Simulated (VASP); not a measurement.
# LiH (F-43m) in VASP: notebook

LiH is run at these levels: PBE, r2SCAN, HSE06; tasks: single point.

Everything below comes from runs of VASP 6.6.1. Logs are shortened: lines on timing, memory, paths and dates and some standing lists are left out, and cuts for length are marked.

## (1) The cell of the first run

The structure is cubic, space group F-43m (No. 216). The conventional cell has a = 4.434 Å, b = 4.434 Å, c = 4.434 Å, α = 90.00°, β = 90.00°, γ = 90.00°. Within 2.5 Å of Li (site symmetry -43m) lie 4 H at 1.92 Å. H (site symmetry -43m) has 4 Li at 1.92 Å within 2.5 Å.

## (2) Single point, PBE (strain +3.4%)

Input file INCAR:

```
SYSTEM = LiH
ALGO = Normal
EDIFF = 1E-7
ENCUT = 520
GGA = PE
ISIF = 2
ISMEAR = -1
LASPH = .True.
LCHARG = .True.
LELF = .True.
LREAL = .False.
LVHAR = .True.
LWAVE = .False.
NBANDS = 9
NELM = 80
PREC = Accurate
SIGMA = 0.02
```

Input file KPOINTS:

```
k-points
0
Gamma
  10 10 10
  0 0 0
```

Input file POSCAR:

```
LiH
1.0
    0.0000000000      2.2169835972      2.2169835972
    2.2169835972      0.0000000000      2.2169835972
    2.2169835972      2.2169835972      0.0000000000
Li H
1 1
Direct
    0.0000000000      0.0000000000      0.0000000000
    0.2500000000      0.2500000000      0.2500000000
```

Potentials or basis: VASP PAW PBE potentials, release 64 (Li_sv, H).

Launch:

```console
$ cat potpaw_PBE.64/Li_sv/POTCAR potpaw_PBE.64/H/POTCAR > POTCAR
$ mpirun -np 1 vasp_std > vasp.out
```

OUTCAR:

```text
SYSTEM = LiH
   EDIFF = 1E-7
   ENCUT = 520
   GGA = PE
   ISIF = 2
   ISMEAR = -1
   LASPH = .True.
   LREAL = .False.
   NELM = 80
   PREC = Accurate

 ion  position               nearest neighbor table
   1  0.000  0.000  0.000-
   2  0.250  0.250  0.250-

  LATTYP: Found a face centered cubic cell.
 ALAT       =     4.4339671944

  Lattice vectors:

 A1 = (   0.0000000000,   2.2169835972,   2.2169835972)
 A2 = (   2.2169835972,   0.0000000000,   2.2169835972)
 A3 = (   2.2169835972,   2.2169835972,   0.0000000000)

Analysis of symmetry for initial positions (statically):
=====================================================================
 Subroutine PRICEL returns:
 Original cell was already a primitive cell.

 Routine SETGRP: Setting up the symmetry group for a
 face centered cubic supercell.

 Subroutine GETGRP returns: Found 24 space group operations
 (whereof 24 operations were pure point group operations)
 out of a pool of 48 trial point group operations.

The static configuration has the point symmetry T_d .

Analysis of symmetry for dynamics (positions and initial velocities):
=====================================================================
 Subroutine PRICEL returns:
 Original cell was already a primitive cell.

 Routine SETGRP: Setting up the symmetry group for a
 face centered cubic supercell.

 Subroutine GETGRP returns: Found 24 space group operations
 (whereof 24 operations were pure point group operations)
 out of a pool of 48 trial point group operations.

The dynamic configuration has the point symmetry T_d .

 Subroutine INISYM returns: Found 24 space group operations
 (whereof 24 operations are pure point group operations),
 and found     1 'primitive' translations

----------------------------------------------------------------------------------------

                                     Primitive cell

  volume of cell :      21.7930

  direct lattice vectors                    reciprocal lattice vectors
     0.000000000  2.216983597  2.216983597    -0.225531664  0.225531664  0.225531664
     2.216983597  0.000000000  2.216983597     0.225531664 -0.225531664  0.225531664
     2.216983597  2.216983597  0.000000000     0.225531664  0.225531664 -0.225531664

  length of vectors
     3.135288271  3.135288271  3.135288271     0.390632301  0.390632301  0.390632301

  position of ions in fractional coordinates (direct lattice)
     0.000000000  0.000000000  0.000000000
     0.250000000  0.250000000  0.250000000

  ion indices of the primitive-cell ions
   primitive index   ion index
                 1           1
                 2           2

----------------------------------------------------------------------------------------

 KPOINTS: k-points

Automatic generation of k-mesh.
 Grid dimensions read from file:
 generate k-points for:   10   10   10

 Generating k-lattice:

  Cartesian coordinates                     Fractional coordinates (reciprocal lattice)
    -0.022553166  0.022553166  0.022553166     0.100000000  0.000000000  0.000000000
     0.022553166 -0.022553166  0.022553166     0.000000000  0.100000000  0.000000000
     0.022553166  0.022553166 -0.022553166     0.000000000  0.000000000  0.100000000

  Length of vectors
     0.039063230  0.039063230  0.039063230

  Shift w.r.t. Gamma in fractional coordinates (k-lattice)
     0.000000000  0.000000000  0.000000000

 Subroutine IBZKPT returns following result:
 ===========================================

 Found     47 irreducible k-points:

 Following reciprocal coordinates:
            Coordinates               Weight
  0.000000  0.000000  0.000000      1.000000
  0.100000  0.000000  0.000000      8.000000
  0.200000  0.000000  0.000000      8.000000
  0.300000  0.000000  0.000000      8.000000
  0.400000  0.000000  0.000000      8.000000
  0.500000  0.000000  0.000000      4.000000
[... 16 lines left out ...]
  0.300000  0.300000  0.000000      6.000000
  0.400000  0.300000  0.000000     24.000000
 [... further k-points ...]
   k-points           NKPTS =     47   k-points in BZ     NKDIM =     47   number of bands    NBANDS=      9
   number of dos      NEDOS =    301   number of ions     NIONS =      2
   total plane-waves  NPLWV =  13824
   dimension x,y,z NGX =    24 NGY =   24 NGZ =   24
   dimension x,y,z NGXF=    48 NGYF=   48 NGZF=   48
   ions per type =               1   1
   NGX,Y,Z   is equivalent  to a cutoff of  12.73, 12.73, 12.73 a.u.
   NGXF,Y,Z  is equivalent  to a cutoff of  25.45, 25.45, 25.45 a.u.
 SYSTEM =  LiH
   PREC   = accura    normal or accurate (medium, high low for compatibility)
   ISTART =      0    job   : 0-new  1-cont  2-samecut
   ICHARG =      2    charge: 1-file 2-atom 10-const
   ISPIN  =      1    spin polarized calculation?
   LNONCOLLINEAR =      F non collinear calculations
   LSORBIT =      F    spin-orbit coupling
   LASPH  =      T    aspherical Exc in radial PAW
   ENCUT  =  520.0 eV  38.22 Ry    6.18 a.u.   5.83  5.83  5.83*2*pi/ulx,y,z
   NELM   =     80;   NELMIN=  2; NELMDL= -5     # of ELM steps
   EDIFF  = 0.1E-06   stopping-criterion for ELM
   LREAL  =      F    real-space projection
   EDIFFG = 0.1E-05   stopping-criterion for IOM
   NSW    =      0    number of steps for IOM
   IBRION =     -1    ionic relax: 0-MD 1-quasi-New 2-CG
   NFREE  =      0    steps in history (QN), initial steepest desc. (CG)
   ISIF   =      2    stress and relaxation
   ISYM   =      2    0-nonsym 1-usesym 2-fastsym
   POTIM  = 0.5000    time-step for ionic-motion
   TEBEG  =    0.0;   TEEND  =   0.0 temperature during run
   PSTRESS=    0.0 pullay stress
   NELECT =       4.0000    total number of electrons
   NUPDOWN=      -1.0000    fix difference up-down
   EMIN   =  10.00;   EMAX   =-10.00  energy-range for DOS
   EFERMI =   0.00;   METHOD = LEGACY
   ISMEAR =    -1;   SIGMA  =   0.02  broadening in eV -4-tet -1-fermi 0-gaus
   EFERMI_NEDOS =   21; number of points for ismear=-14 and -15
   IALGO  =     38    algorithm
   IMIX   =      4    mixing-type and parameters
     AMIX     =   0.40;   BMIX     =  1.00
     AMIX_MAG =   1.60;   BMIX_MAG =  1.00
  volume/ion in A,a.u.               =      10.90        73.53
  Fermi-wavevector in a.u.,A,eV,Ry     =   0.930370  1.758144 11.777043  0.865588
  Thomas-Fermi vector in A             =   2.056751
   LORBIT       =      0    0 simple, 1 ext, 2 COOP (PROOUT), +10 PAW based schemes
   GGA     = PE    functional components
   LHFCALC =     F    Hartree Fock is set to
   AEXX    =    0.0000 exact exchange contribution
   IVDW    =     0    specifies the selected vdW correction
   LEPSILON=     F    determine dielectric tensor
   LRPA    =     F    only Hartree local field effects (RPA)
 non-spin polarized calculation
  energy-cutoff  :      520.00
  volume of cell :       21.79
 maximum number of plane-waves:       600
   NGX = 11   NGY = 11   NGZ = 11

 number of electron       4.0000009 magnetization

 Free energy of the ion-electron system (eV)
  ---------------------------------------------------
  ext. energy  EPLUGINS =         0.00000000
  ---------------------------------------------------
  free energy    TOTEN  =        -6.01480482 eV

  energy without entropy =       -6.01480482  energy(sigma->0) =       -6.01480482

 E-fermi :  -1.4761     XC(G=0):  -7.3995

 val. band max:       -1.9561800827   @ k =  -0.3000   0.5000   0.2000
 cond. band min:       2.1415204147   @ k =   0.5000   0.0000   0.0000
 fundamental gap:      4.0977004974
 Fermi energy:        -1.4761397697

 k-point     1 :       0.0000    0.0000    0.0000
  band No.  band energies     occupation
      1     -45.5094      2.00000
      2      -5.3878      2.00000
      3      10.2540      0.00000
      4      14.3599      0.00000
      5      14.3599      0.00000
      6      14.3599      0.00000
      7      16.8576      0.00000
      8      16.8576      0.00000
      9      16.8576      0.00000

 k-point     2 :       0.1000    0.0000    0.0000
  band No.  band energies     occupation
      1     -45.5081      2.00000
      2      -5.2391      2.00000
      3       9.4299      0.00000
      4      13.1678      0.00000
      5      13.8559      0.00000
      6      13.8559      0.00000
      7      17.5967      0.00000
      8      17.5967      0.00000
      9      19.2248      0.00000

 k-point     3 :       0.2000    0.0000    0.0000
  band No.  band energies     occupation
      1     -45.5043      2.00000
      2      -4.7985      2.00000
      3       7.2086      0.00000
      4      12.8041      0.00000
      5      13.1265      0.00000
      6      13.1266      0.00000
      7      18.2391      0.00000
      8      18.2391      0.00000
      9      19.9943      0.00000

 k-point     4 :       0.3000    0.0000    0.0000
  band No.  band energies     occupation
      1     -45.4998      2.00000
      2      -4.1079      2.00000
      3       4.8227      0.00000
      4      12.6219      0.00000
      5      12.6220      0.00000
      6      12.9466      0.00000
      7      17.3305      0.00000
      8      17.3305      0.00000
      9      19.2843      0.00000

 k-point     5 :       0.4000    0.0000    0.0000
  band No.  band energies     occupation
      1     -45.4960      2.00000
      2      -3.3184      2.00000
      3       2.9359      0.00000
      4      12.3704      0.00000
      5      12.3704      0.00000
      6      13.0685      0.00000
      7      16.4188      0.00000
      8      16.4188      0.00000
      9      19.2258      0.00000

 k-point     6 :       0.5000    0.0000    0.0000
  band No.  band energies     occupation
      1     -45.4945      2.00000
      2      -2.8990      2.00000
      3       2.1415      0.00000
      4      12.3023      0.00000
      5      12.3023      0.00000
      6      13.0988      0.00000
      7      16.0783      0.00000
      8      16.0783      0.00000
      9      19.3407      0.00000
[... 169 lines left out ...]
 k-point    21 :      -0.3000    0.2000    0.0000
  band No.  band energies     occupation
      1     -45.4946      2.00000
      2      -3.1282      2.00000
      3       3.5824      0.00000
      4       8.3818      0.00000
      5      11.7072      0.00000
      6      13.3567      0.00000
      7      17.3416      0.00000
      8      18.9258      0.00000
      9      22.0559      0.00000

 k-point    22 :      -0.2000    0.2000    0.0000
  band No.  band energies     occupation
      1     -45.4982      2.00000
      2      -3.8737      2.00000
      3       5.0330      0.00000
      4       9.1001      0.00000
      5      12.8929      0.00000
      6      13.6133      0.00000
      7      17.1063      0.00000
      8      18.6975      0.00000
      9      19.8223      0.00000

 k-point    23 :       0.3000    0.3000    0.0000
  band No.  band energies     occupation
      1     -45.4965      2.00000
      2      -3.7096      2.00000
      3       6.5715      0.00000
      4       9.4572      0.00000
      5       9.4572      0.00000
      6      10.6865      0.00000
      7      14.9432      0.00000
      8      23.7204      0.00000
      9      24.4797      0.00000

 k-point    24 :       0.4000    0.3000    0.0000
  band No.  band energies     occupation
      1     -45.4936      2.00000
      2      -3.1258      2.00000
      3       5.3928      0.00000
      4       8.3146      0.00000
      5       9.0905      0.00000
      6      10.6335      0.00000
      7      15.3104      0.00000
      8      23.4379      0.00000
      9      24.2714      0.00000

 [... further k-points ...]
[... 5 lines left out ...]
  --------------------------------------------------------------------------------------
  -------------------------------------------------------------------------------------
  Total       -0.3357335     -0.3357335     -0.3357335      0.0000000      0.0000000     -0.0000000
  in kB      -24.6824270    -24.6824270    -24.6824270      0.0000000      0.0000000     -0.0000000
  external PRESSURE =     -24.6824270 kB  Pullay stress =       0.0000000 kB

 VOLUME and BASIS-vectors are now :
 -----------------------------------------------------------------------------
  energy-cutoff  :      520.00
  volume of cell :       21.79
      direct lattice vectors                 reciprocal lattice vectors
     0.000000000  2.216983597  2.216983597    -0.225531664  0.225531664  0.225531664
     2.216983597  0.000000000  2.216983597     0.225531664 -0.225531664  0.225531664
     2.216983597  2.216983597  0.000000000     0.225531664  0.225531664 -0.225531664

 POSITION                                       TOTAL-FORCE (eV/Angst)
 -----------------------------------------------------------------------------------
      0.00000      0.00000      0.00000        -0.000000      0.000000     -0.000000
      1.10849      1.10849      1.10849         0.000000     -0.000000      0.000000
 -----------------------------------------------------------------------------------
    total drift:                                0.000000      0.000000      0.000000

  FREE ENERGIE OF THE ION-ELECTRON SYSTEM (eV)
  ---------------------------------------------------
  free  energy   TOTEN  =        -6.0148048213 eV

  energy  without entropy=       -6.0148048213  energy(sigma->0) =       -6.01480482
```

It took 3.2 s on 1 thread of Intel Xeon 6975P-C (Granite Rapids), shared host; peak memory 0.13 GiB.

What came out:

```
Free energy            : -6.0148 eV
Band gap on the k mesh : 4.10 eV (least direct gap 5.04 eV)
```

Levels at points of the mesh, in eV from the valence-band top:
| k point | band 1 | band 2 | band 3 | band 4 | band 5 | band 6 |
| --- | --- | --- | --- | --- | --- | --- |
| (0.00, 0.00, 0.00) | -43.55 | -3.43 | 12.21 | 16.32 | 16.32 | 16.32 |
| (0.50, 0.00, 0.00) | -43.54 | -0.94 | 4.10 | 14.26 | 14.26 | 15.05 |
| (0.50, 0.50, 0.00) | -43.53 | -0.28 | 6.90 | 9.51 | 10.25 | 10.25 |

Caveat: the cell differs from its parent crystal (strain +3.4%); the cutoff is under 1.25 times the usual one of these potentials, so pressure, stress and relaxed cells hold a basis-set (Pulay) error; the structure was generated, so it needn't be the stable form of LiH.

(Part 1 of 3 ends here.)
